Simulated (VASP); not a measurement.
Input of a VASP 6.6.1 run:

The input INCAR:

```
SYSTEM = Ti6H
PREC = Accurate
ENCUT = 520
EDIFF = 1E-6
ISMEAR = 0
SIGMA = 0.1
LREAL = .FALSE.
LASPH = .TRUE.
NELM = 60
ALGO = Normal
ISIF = 2
LWAVE = .FALSE.
LCHARG = .FALSE.
LDIPOL = .TRUE.
IDIPOL = 3
DIPOL = 0.5 0.5 0.333
GGA = PE
NBANDS = 46
```

Contents of KPOINTS:

```
regular mesh
0
G
  6 6 1
  0 0 0
```

POSCAR

```
Ti6H
1.0
    4.6037402192      0.0000000000      0.0000000000
   -2.3018701096      3.9869559822      0.0000000000
    0.0000000000      0.0000000000     19.9968207719
Ti H
6 1
Direct
    0.6666666666      0.3333333333      0.2000317973
    0.3333333333      0.6666666667      0.2470259945
    0.0000000000      0.0000000000      0.2940201916
    0.6666666666      0.3333333333      0.3353091140
    0.3333333333      0.6666666667      0.3717707007
    0.0000000000      0.0000000000      0.4249085827
    0.2222222222      0.4444444444      0.4560165666
```

Potentials or basis: VASP PAW PBE potentials, release 64 (Ti_sv, H).

Launch:

```console
$ cat potpaw_PBE.64/Ti_sv/POTCAR potpaw_PBE.64/H/POTCAR > POTCAR
$ mpirun -np 1 vasp_std > vasp.out
```

Problem. Estimate the largest force.

Solution. 0.738 eV/Å.

Problem. What does it give for the band gap on the k mesh?

Solution. Zero (an odd number of electrons rules out a gap without spin polarisation).

Forces in eV/Å, atoms in the order of the input:
```
Ti   0.000  0.044  0.050
Ti   0.000 -0.094  0.343
Ti   0.000 -0.015 -0.584
Ti   0.000  0.107 -0.426
Ti   0.000 -0.410  0.614
Ti   0.000  0.071  0.005
H    0.000  0.297 -0.004
```
